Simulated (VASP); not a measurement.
Set up this calculation in VASP 6.6.1, as the native input.

```
Task                   : single point
Functional             : PBE
Dispersion             : D3(BJ)
Potentials or basis    : VASP PAW PBE potentials, release 64 (Sc_sv)
Cutoff                 : 520 eV
k mesh                 : 8 × 8 × 8
Occupations            : gaussian, width 0.1 eV
Spin                   : no spin polarisation
Dipole correction      : no
Further INCAR settings : ALGO = Normal; EDIFF = 1e-06; NBANDS = 12
```

The structure of Sc lies in POSCAR:

```
Sc
1.0
    0.0000000000      2.3268462047      2.3268462047
    2.3268462047      0.0000000000      2.3268462047
    2.3268462047      2.3268462047      0.0000000000
Sc
1
Direct
    0.0000000000      0.0000000000      0.0000000000
```

These files were run (other wordings do the same):

INCAR

```
PREC = Accurate
ENCUT = 520
EDIFF = 1E-6
ISMEAR = 0
SIGMA = 0.1
LREAL = F
LASPH = T
NELM = 100
ALGO = Normal
ISIF = 2
LWAVE = F
LCHARG = F
GGA = PE
IVDW = 12
NBANDS = 12
```

KPOINTS

```
regular mesh
0
Gamma
  8 8 8
```

Potentials or basis: VASP PAW PBE potentials, release 64 (Sc_sv).

The run is started by

```bash
$ cat potpaw_PBE.64/Sc_sv/POTCAR > POTCAR
$ mpirun -np 1 vasp_std > vasp.out
```

It gave:

- Pressure: -3.5 GPa
- Dispersion energy per atom: -0.379 eV

Caveat: pairwise dispersion overbinds metals, which lowers pressure and volume.

Run time: 6.6 s on 1 thread of AMD EPYC 7R43 64-Core Processor (Zen 3) (shared host), peak memory 0.11 GiB.
